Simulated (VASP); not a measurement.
# SiC (P6_3mc) in VASP: notebook

Runs on SiC. Level: PBEsol. Tasks: single point.

Program: VASP 6.6.1. These are calculated values, not measurements. Logs are shortened: lines on timing, memory, paths and dates and some standing lists are left out, and cuts for length are marked.

**1. The cell of the first run**

Symmetry: P6_3mc, No. 186, hexagonal system. Conventional cell: a = 3.060 Å, b = 3.060 Å, c = 5.053 Å, α = 90.00°, β = 90.00°, γ = 120.00°. Within 2.5 Å of Si (site symmetry 3m) lie 4 C at 1.88 to 1.90 Å. C (site symmetry 3m) has 4 Si at 1.88 to 1.90 Å within 2.5 Å.

**2. Single point, PBEsol (in-plane strain -0.005, then relaxed in part)**

INCAR

```
PREC = Accurate
ENCUT = 520
EDIFF = 1E-6
ISMEAR = 0
SIGMA = 0.01
LREAL = F
LASPH = T
NELM = 100
ALGO = Normal
ISIF = 2
LWAVE = F
LCHARG = F
GGA = PS
NBANDS = 16
```

KPOINTS

```
regular mesh
0
Gamma
  8 8 6
```

POSCAR

```
SiC
1.0
    3.0603930970      0.0000000000      0.0000000000
   -1.5301965485      2.6503781676      0.0000000000
    0.0000000000      0.0000000000      5.0529364100
Si C
2 2
Direct
    0.3333333333      0.6666666667      0.0049346164
    0.6666666667      0.3333333333      0.5049346164
    0.3333333333      0.6666666667      0.3800653836
    0.6666666667      0.3333333333      0.8800653836
```

Potentials or basis: VASP PAW PBE potentials, release 64 (Si, C).

Run with:

```
cat potpaw_PBE.64/Si/POTCAR potpaw_PBE.64/C/POTCAR > POTCAR
mpirun -np 1 vasp_std > vasp.out
```

OUTCAR:

```text
PREC = Accurate
   ENCUT = 520
   EDIFF = 1E-6
   ISMEAR = 0
   LREAL = F
   LASPH = T
   NELM = 100
   ISIF = 2
   GGA = PS

 ion  position               nearest neighbor table
   1  0.333  0.667  0.005-   4 1.88   4 1.88   4 1.88   3 1.90   2 3.08   2 3.08   2 3.08   2 3.08
                             2 3.08   2 3.08
   2  0.667  0.333  0.505-   3 1.88   3 1.88   3 1.88   4 1.90   1 3.08   1 3.08   1 3.08   1 3.08
                             1 3.08   1 3.08
   3  0.333  0.667  0.380-   2 1.88   2 1.88   2 1.88   1 1.90
   4  0.667  0.333  0.880-   1 1.88   1 1.88   1 1.88   2 1.90

  LATTYP: Found a hexagonal cell.
 ALAT       =     3.0603930970
 C/A-ratio  =     1.6510743064

  Lattice vectors:

 A1 = (   3.0603930970,   0.0000000000,   0.0000000000)
 A2 = (  -1.5301965485,   2.6503781676,   0.0000000000)
 A3 = (   0.0000000000,   0.0000000000,   5.0529364100)

Analysis of symmetry for initial positions (statically):
=====================================================================
 Subroutine PRICEL returns:
 Original cell was already a primitive cell.

 Routine SETGRP: Setting up the symmetry group for a
 hexagonal supercell.

 Subroutine GETGRP returns: Found 12 space group operations
 (whereof  6 operations were pure point group operations)
 out of a pool of 24 trial point group operations.

The static configuration has the point symmetry C_3v.
 The point group associated with its full space group is C_6v.

Analysis of symmetry for dynamics (positions and initial velocities):
=====================================================================
 Subroutine PRICEL returns:
 Original cell was already a primitive cell.

 Routine SETGRP: Setting up the symmetry group for a
 hexagonal supercell.

 Subroutine GETGRP returns: Found 12 space group operations
 (whereof  6 operations were pure point group operations)
 out of a pool of 24 trial point group operations.

The dynamic configuration has the point symmetry C_3v.
 The point group associated with its full space group is C_6v.

 Subroutine INISYM returns: Found 12 space group operations
 (whereof  6 operations are pure point group operations),
 and found     1 'primitive' translations

----------------------------------------------------------------------------------------

                                     Primitive cell

  volume of cell :      40.9854

  direct lattice vectors                    reciprocal lattice vectors
     3.060393097  0.000000000  0.000000000     0.326755410  0.188652324  0.000000000
    -1.530196548  2.650378168  0.000000000     0.000000000  0.377304647  0.000000000
     0.000000000  0.000000000  5.052936410     0.000000000  0.000000000  0.197904727

  length of vectors
     3.060393097  3.060393097  5.052936410     0.377304647  0.377304647  0.197904727

  position of ions in fractional coordinates (direct lattice)
     0.333333333  0.666666667  0.004934616
     0.666666667  0.333333333  0.504934616
     0.333333333  0.666666667  0.380065384
     0.666666667  0.333333333  0.880065384

  ion indices of the primitive-cell ions
   primitive index   ion index
                 1           1
                 2           2
                 3           3
                 4           4

----------------------------------------------------------------------------------------

 KPOINTS: regular mesh

Automatic generation of k-mesh.
 Grid dimensions read from file:
 generate k-points for:    8    8    6

 Generating k-lattice:

  Cartesian coordinates                     Fractional coordinates (reciprocal lattice)
     0.040844426  0.023581540  0.000000000     0.125000000  0.000000000  0.000000000
     0.000000000  0.047163081  0.000000000     0.000000000  0.125000000  0.000000000
     0.000000000  0.000000000  0.032984121     0.000000000  0.000000000  0.166666667

  Length of vectors
     0.047163081  0.047163081  0.032984121

  Shift w.r.t. Gamma in fractional coordinates (k-lattice)
     0.000000000  0.000000000  0.000000000

 Subroutine IBZKPT returns following result:
 ===========================================

 Found     40 irreducible k-points:

 Following reciprocal coordinates:
            Coordinates               Weight
  0.000000  0.000000  0.000000      1.000000
  0.125000  0.000000  0.000000      6.000000
  0.250000  0.000000  0.000000      6.000000
  0.375000 -0.000000  0.000000      6.000000
  0.500000  0.000000  0.000000      3.000000
  0.125000  0.125000  0.000000      6.000000
[... 16 lines left out ...]
  0.250000  0.000000  0.333333     12.000000
  0.375000 -0.000000  0.333333     12.000000
 [... further k-points ...]
   k-points           NKPTS =     40   k-points in BZ     NKDIM =     40   number of bands    NBANDS=     16
   number of dos      NEDOS =    301   number of ions     NIONS =      4
   total plane-waves  NPLWV =  23040
   dimension x,y,z NGX =    24 NGY =   24 NGZ =   40
   dimension x,y,z NGXF=    48 NGYF=   48 NGZF=   80
   ions per type =               2   2
   NGX,Y,Z   is equivalent  to a cutoff of  13.04, 13.04, 13.16 a.u.
   NGXF,Y,Z  is equivalent  to a cutoff of  26.07, 26.07, 26.32 a.u.
 SYSTEM =  unknown system
   PREC   = accura    normal or accurate (medium, high low for compatibility)
   ISTART =      0    job   : 0-new  1-cont  2-samecut
   ICHARG =      2    charge: 1-file 2-atom 10-const
   ISPIN  =      1    spin polarized calculation?
   LNONCOLLINEAR =      F non collinear calculations
   LSORBIT =      F    spin-orbit coupling
   LASPH  =      T    aspherical Exc in radial PAW
   ENCUT  =  520.0 eV  38.22 Ry    6.18 a.u.   5.69  5.69  9.40*2*pi/ulx,y,z
   NELM   =    100;   NELMIN=  2; NELMDL= -5     # of ELM steps
   EDIFF  = 0.1E-05   stopping-criterion for ELM
   LREAL  =      F    real-space projection
   EDIFFG = 0.1E-04   stopping-criterion for IOM
   NSW    =      0    number of steps for IOM
   IBRION =     -1    ionic relax: 0-MD 1-quasi-New 2-CG
   NFREE  =      0    steps in history (QN), initial steepest desc. (CG)
   ISIF   =      2    stress and relaxation
   ISYM   =      2    0-nonsym 1-usesym 2-fastsym
   POTIM  = 0.5000    time-step for ionic-motion
   TEBEG  =    0.0;   TEEND  =   0.0 temperature during run
   PSTRESS=    0.0 pullay stress
   NELECT =      16.0000    total number of electrons
   NUPDOWN=      -1.0000    fix difference up-down
   EMIN   =  10.00;   EMAX   =-10.00  energy-range for DOS
   EFERMI =   0.00;   METHOD = LEGACY
   ISMEAR =     0;   SIGMA  =   0.01  broadening in eV -4-tet -1-fermi 0-gaus
   EFERMI_NEDOS =   21; number of points for ismear=-14 and -15
   IALGO  =     38    algorithm
   IMIX   =      4    mixing-type and parameters
     AMIX     =   0.40;   BMIX     =  1.00
     AMIX_MAG =   1.60;   BMIX_MAG =  1.00
  volume/ion in A,a.u.               =      10.25        69.15
  Fermi-wavevector in a.u.,A,eV,Ry     =   1.196479  2.261018 19.477594  1.431563
  Thomas-Fermi vector in A             =   2.332419
   LORBIT       =      0    0 simple, 1 ext, 2 COOP (PROOUT), +10 PAW based schemes
   GGA     = PS    functional components
   LHFCALC =     F    Hartree Fock is set to
   AEXX    =    0.0000 exact exchange contribution
   IVDW    =     0    specifies the selected vdW correction
   LEPSILON=     F    determine dielectric tensor
   LRPA    =     F    only Hartree local field effects (RPA)
 non-spin polarized calculation
 Gauss-broadening in eV      SIGMA  =   0.01
  energy-cutoff  :      520.00
  volume of cell :       40.99
 maximum number of plane-waves:      1117
 NGX is ok and might be reduce to    24
   NGX = 11   NGY = 11   NGZ = 19

 number of electron      15.9999999 magnetization

 Free energy of the ion-electron system (eV)
  ---------------------------------------------------
  ext. energy  EPLUGINS =         0.00000000
  ---------------------------------------------------
  free energy    TOTEN  =       -31.81592825 eV

  energy without entropy =      -31.81592825  energy(sigma->0) =      -31.81592825

 E-fermi :   8.3897     XC(G=0): -11.5394

 val. band max:        8.3314350732   @ k =   0.0000   0.0000   0.0000
 cond. band min:      10.6425829272   @ k =   0.3750   0.2500   0.0000
 fundamental gap:      2.3111478540
 Fermi energy:         8.3897428083

 k-point     1 :       0.0000    0.0000    0.0000
  band No.  band energies     occupation
      1      -7.3497      2.00000
      2      -3.7561      2.00000
      3      -0.5233      2.00000
      4       7.0323      2.00000
      5       7.0323      2.00000
      6       8.1559      2.00000
[... 8 lines left out ...]
     15      17.2919      0.00000
     16      19.5746      0.00000

 k-point     2 :       0.1250    0.0000    0.0000
  band No.  band energies     occupation
      1      -7.0748      2.00000
      2      -3.5213      2.00000
      3      -0.2685      2.00000
      4       5.6311      2.00000
      5       6.5885      2.00000
      6       7.3612      2.00000
[... 8 lines left out ...]
     15      17.9032      0.00000
     16      18.1126      0.00000

 k-point     3 :       0.2500    0.0000    0.0000
  band No.  band energies     occupation
      1      -6.2673      2.00000
      2      -2.8712      2.00000
      3       0.4356      2.00000
      4       3.1603      2.00000
      5       5.3421      2.00000
      6       5.7996      2.00000
[... 8 lines left out ...]
     15      18.3478      0.00000
     16      19.1365      0.00000

 k-point     4 :       0.3750   -0.0000    0.0000
  band No.  band energies     occupation
      1      -5.0118      2.00000
      2      -2.1855      2.00000
      3       0.6283      2.00000
      4       2.0257      2.00000
      5       3.2485      2.00000
      6       5.2024      2.00000
[... 8 lines left out ...]
     15      19.5071      0.00000
     16      20.4126      0.00000
[... 324 lines left out ...]
 k-point    22 :       0.1250    0.0000    0.3333
  band No.  band energies     occupation
      1      -6.5379      2.00000
      2      -5.0180      2.00000
      3       2.0513      2.00000
      4       5.5976      2.00000
      5       6.0554      2.00000
      6       6.9195      2.00000
[... 8 lines left out ...]
     15      17.0598      0.00000
     16      18.8062      0.00000

 k-point    23 :       0.2500    0.0000    0.3333
  band No.  band energies     occupation
      1      -5.7419      2.00000
      2      -4.2686      2.00000
      3       2.2145      2.00000
      4       3.9518      2.00000
      5       4.2398      2.00000
      6       6.1784      2.00000
[... 8 lines left out ...]
     15      18.6822      0.00000
     16      19.2063      0.00000

 k-point    24 :       0.3750   -0.0000    0.3333
  band No.  band energies     occupation
      1      -4.5178      2.00000
      2      -3.1979      2.00000
      3       0.6877      2.00000
      4       1.9427      2.00000
      5       4.1898      2.00000
      6       5.6038      2.00000
[... 8 lines left out ...]
     15      20.0355      0.00000
     16      20.2880      0.00000

 [... further k-points ...]

------------------------ aborting loop because EDIFF is reached ----------------------------------------

  FORCE on cell =-STRESS in cart. coord.  units (eV):
  Direction    XX          YY          ZZ          XY          YZ          ZX
  --------------------------------------------------------------------------------------
  -------------------------------------------------------------------------------------
  Total        0.8914543      0.8914543      0.0890588      0.0000000      0.0000000      0.0000000
  in kB       34.8482358     34.8482358      3.4814380      0.0000000      0.0000000      0.0000000
  external PRESSURE =      24.3926365 kB  Pullay stress =       0.0000000 kB

 VOLUME and BASIS-vectors are now :
 -----------------------------------------------------------------------------
  energy-cutoff  :      520.00
  volume of cell :       40.99
      direct lattice vectors                 reciprocal lattice vectors
     3.060393097  0.000000000  0.000000000     0.326755410  0.188652324  0.000000000
    -1.530196548  2.650378168  0.000000000     0.000000000  0.377304647  0.000000000
     0.000000000  0.000000000  5.052936410     0.000000000  0.000000000  0.197904727

 POSITION                                       TOTAL-FORCE (eV/Angst)
 -----------------------------------------------------------------------------------
     -0.00000      1.76692      0.02493         0.000000      0.000000      0.002403
      1.53020      0.88346      2.55140        -0.000000     -0.000000      0.002403
     -0.00000      1.76692      1.92045         0.000000     -0.000000     -0.002403
      1.53020      0.88346      4.44691        -0.000000     -0.000000     -0.002403
 -----------------------------------------------------------------------------------
    total drift:                               -0.000000     -0.000000     -0.000153

  FREE ENERGIE OF THE ION-ELECTRON SYSTEM (eV)
  ---------------------------------------------------
  free  energy   TOTEN  =       -31.8159282485 eV

  energy  without entropy=      -31.8159282485  energy(sigma->0) =      -31.81592825
```

It took 12 s on 1 thread of Intel Xeon 6975P-C, shared host; peak memory 0.16 GiB.

What came out:

```
Free energy            : -31.8159 eV
Pressure               : 2.4 GPa
Band gap on the k mesh : 2.31 eV, indirect (least direct gap 3.92 eV)
```

Forces in eV/Å, atoms in the order of the input:
```
Si   0.000  0.000  0.002
Si   0.000  0.000  0.002
C    0.000  0.000 -0.002
C    0.000  0.000 -0.002
```

Levels at points of the mesh, in eV from the valence-band top:
| k point | band 6 | band 7 | band 8 | band 9 | band 10 | band 11 |
| --- | --- | --- | --- | --- | --- | --- |
| (0.00, 0.00, 0.00) | -0.18 | 0.00 | 0.00 | 4.90 | 6.13 | 6.68 |
| (0.50, 0.00, 0.00) | -3.39 | -3.34 | -1.22 | 2.70 | 4.07 | 6.86 |
| (0.00, 0.00, 0.50) | -0.70 | -0.70 | -0.70 | 5.96 | 5.96 | 7.35 |
| (0.50, 0.00, 0.50) | -2.47 | -2.41 | -2.41 | 3.15 | 3.15 | 5.16 |

Caveat: the cell differs from its parent crystal (in-plane strain -0.005, then relaxed in part); the PAW data sets were made with another functional, which shifts forces and pressure a little. A k mesh can miss the band edges.

**3. Single point, PBEsol (in-plane strain -0.005)**

INCAR

```
SYSTEM = SiC
ALGO = Normal
EDIFF = 1E-7
ENCUT = 520
GGA = PS
ISIF = 2
ISMEAR = 0
LASPH = .True.
LCHARG = .False.
LREAL = .False.
LWAVE = .False.
NBANDS = 16
NELM = 80
PREC = Accurate
SIGMA = 0.01
```

KPOINTS

```
k-points
0
Gamma
  8 8 6
  0 0 0
```

POSCAR

```
SiC
1.0
    3.0603930970      0.0000000000      0.0000000000
   -1.5301965485      2.6503781676      0.0000000000
    0.0000000000      0.0000000000      5.0626738992
Si C
2 2
Direct
    0.3333333333      0.6666666667      0.0045931152
    0.6666666667      0.3333333333      0.5045931152
    0.3333333333      0.6666666667      0.3804068848
    0.6666666667      0.3333333333      0.8804068848
```

Potentials or basis: VASP PAW PBE potentials, release 64 (Si, C).

Run with:

```
cat potpaw_PBE.64/Si/POTCAR potpaw_PBE.64/C/POTCAR > POTCAR
mpirun -np 1 vasp_std > vasp.out
```

Wall time 16 s (1 thread of Intel Xeon 6975P-C, shared host); peak memory 0.16 GiB.

Results (log left out):

- Free energy: -31.8155 eV
- Pressure: 2.0 GPa
- Largest force: 0.083 eV/Å
- Band gap on the k mesh: 2.33 eV, indirect (least direct gap 3.94 eV)

Forces on the atoms (eV/Å):
```
Si   0.000  0.000  0.083
Si   0.000  0.000  0.083
C    0.000  0.000 -0.083
C    0.000  0.000 -0.083
```

Stress tensor (GPa, compression positive):
```
 3.57  0.00  0.00
 0.00  3.57  0.00
 0.00  0.00 -1.05
```

Levels at points of the mesh, in eV from the valence-band top:
| k point | band 4 | band 5 | band 6 | band 7 | band 8 | band 9 | band 10 | band 11 | band 12 | band 13 |
| --- | --- | --- | --- | --- | --- | --- | --- | --- | --- | --- |
| (0.00, 0.00, 0.00) | -1.29 | -1.29 | -0.16 | 0.00 | 0.00 | 4.92 | 6.08 | 6.69 | 6.69 | 7.72 |
| (0.50, 0.00, 0.00) | -6.39 | -5.50 | -3.37 | -3.33 | -1.22 | 2.71 | 4.07 | 6.85 | 7.10 | 9.88 |
| (0.00, 0.00, 0.50) | -4.55 | -0.69 | -0.69 | -0.69 | -0.69 | 5.97 | 5.97 | 7.36 | 7.36 | 7.36 |
| (0.50, 0.00, 0.50) | -8.36 | -2.46 | -2.46 | -2.39 | -2.39 | 3.15 | 3.15 | 5.15 | 5.15 | 10.33 |

Caveat: the cell differs from its parent crystal (in-plane strain -0.005); the PAW data sets were made with another functional, which shifts forces and pressure a little.
